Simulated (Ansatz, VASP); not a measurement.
**One calculation of InP, two programs**

```
In P
1.0
     0.00000    2.98003    3.02473
     2.98003    0.00000    3.02473
     2.98003    2.98003    0.00000
In P
1 1
Cartesian
  0.0000 0.0000 0.0000
  4.4701 4.4701 4.5371
```

Change from the starting cell: strain +0.0150 x Voigt [0, 0, 1, 0, 0, 0], atoms carried along.

Alike in both runs: task single point; functional PBE; k mesh 10 × 10 × 10; occupations gaussian, width 0.05 eV; no spin polarisation.

|  | VASP | Ansatz |
| --- | --- | --- |
| version | VASP 6.6.1 | Ansatz 0.2.0 |
| potentials or method | VASP PAW PBE potentials, release 64 (In_d, P), cutoff 520 eV | scalar-relativistic, plane waves, PAW |
| valence electrons in the cell | 18 | 18 |

|  | VASP | Ansatz | Ansatz less VASP |
| --- | --- | --- | --- |
| gap on the k mesh at the Fermi level (eV) | 0.33 | 0.34 | +0.003 |
| least direct gap on the mesh (eV) | 0.33 | 0.34 | +0.003 |
| pressure (GPa) | -0.9 | -0.9 | +0.05 |
| traceless stress, the component that is largest in VASP (GPa) | -0.42 | -0.42 | 0.000 |

With one functional, cell and mesh, what is left measures potentials, basis and numerics.
